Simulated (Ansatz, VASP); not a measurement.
In2O3: VASP beside Ansatz

```xyz
10
Lattice="2.7973 1.6150 4.9315 -2.7973 1.6150 4.9315 0.0000 -3.2301 4.9315" Properties=species:S:1:pos:R:3 pbc="T T T"
In    0.0000    0.0000    5.2825
In    0.0000    0.0000    2.1148
In    0.0000    0.0000    9.5121
In    0.0000    0.0000   12.6798
O    -1.1388    1.6150    8.6302
O    -0.8293   -1.7937    8.6302
O     1.9680    0.1787    8.6302
O     1.1388   -1.6150    6.1644
O     0.8293    1.7937    6.1644
O    -1.9680   -0.1787    6.1644
```

Change from the starting cell: volume scaled by 1.06, ions relaxed.

Alike in both runs: functional PBE; k mesh 7 × 7 × 7; occupations fermi-dirac, width 0.02 eV; no spin polarisation.

Ansatz relaxed the structure, and its values are those at the end. VASP's run is a single point on that final structure, the one shown.

```csv
,VASP,Ansatz
version,VASP 6.6.1,Ansatz 0.2.0
potentials or method,"VASP PAW PBE potentials, release 64 (In_d, O)","plane-wave PAW, scalar-relativistic"
plane-wave cutoff (eV),520,420
valence electrons in the cell,88,88
```

Ansatz gave:

* gap on the k mesh at the Fermi level (eV): 0.90
* pressure (GPa): -1.4
* rms of the force components (eV/Å): 0.009

Q: What did VASP give for the same quantities?

A: gap on the k mesh at the Fermi level (eV): 0.90; pressure (GPa): -1.0; rms of the force components (eV/Å): 0.003.

Ansatz's warnings: stress scf threshold loose.
